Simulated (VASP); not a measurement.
## Ti4Al12H (a cell with a defect): single point with PBE

Ti4Al12H (a cell with a defect):

```xyz
17
Lattice="-3.9797 3.9797 3.9797 3.9797 -3.9797 3.9797 3.9797 3.9797 -3.9797" Properties=species:S:1:pos:R:3 pbc="T T T"
Ti   -0.0429    0.0963    3.8731
Ti   -0.0399    0.0911    0.0972
Ti    3.9406   -0.1095   -0.1020
Ti   -0.0388    3.8776    0.0901
Al    1.9711    1.9862    0.0215
Al    1.9764    1.9852    3.9541
Al   -2.0132    1.9769    4.0213
Al    1.9583   -2.0017    3.9170
Al    1.9597    0.0345    1.9870
Al   -2.0047    4.0328    1.9768
Al    1.9850    3.9587    1.9831
Al    1.9490    3.9270   -2.0032
Al   -0.0151    2.0036    1.9822
Al    4.0132   -2.0065    1.9807
Al    4.0113    1.9736   -1.9993
Al    4.4055    1.9948    1.9867
H     3.1810    2.0474    2.1020
```

* Program: VASP 6.6.1
* Task: single point
* Functional: PBE
* Potentials or basis: VASP PAW PBE potentials, release 64 (Ti_sv, Al, H)
* Cutoff: 520 eV
* k mesh: 4 × 4 × 4, shifted
* Occupations: gaussian, width 0.1 eV
* Spin: no spin polarisation
* Dipole correction: no
* Further INCAR settings: LREAL = Auto; ALGO = Normal; EDIFF = 1e-07; NBANDS = 56

```
Pressure      : 5.6 GPa
Largest force : 10.573 eV/Å
```

Forces in eV/Å, atoms in the order of the input:
```
Ti    0.447  -0.499   0.409
Ti    0.426  -0.372  -0.405
Ti    0.434   0.572   0.526
Ti    0.413   0.420  -0.512
Al    0.459  -0.016  -0.269
Al    0.398  -0.006   0.217
Al    0.043   0.089   0.282
Al    0.089   0.075  -0.243
Al    0.511  -0.345  -0.059
Al   -0.020   0.204   0.065
Al    0.364   0.177  -0.031
Al    0.158  -0.297   0.065
Al   -0.282  -0.168  -0.024
Al   -0.357   0.069   0.044
Al   -0.338   0.110   0.007
Al    7.775  -0.459  -1.047
H   -10.519   0.446   0.973
```

Stress tensor (GPa, compression positive):
```
 8.35 -0.34 -0.67
-0.34  4.14  0.00
-0.67  0.00  4.20
```

Levels at points of the mesh, in eV from the Fermi level:
```
           k point  band 40  band 41  band 42  band 43  band 44  band 45
(0.12, 0.12, 0.12)    -1.13    -0.62    -0.11     0.05     0.13     0.15
```

It took 33 min on 1 thread of Oxide Virtual Turin-like Processor, with other jobs on the host, peak memory 0.52 GiB.
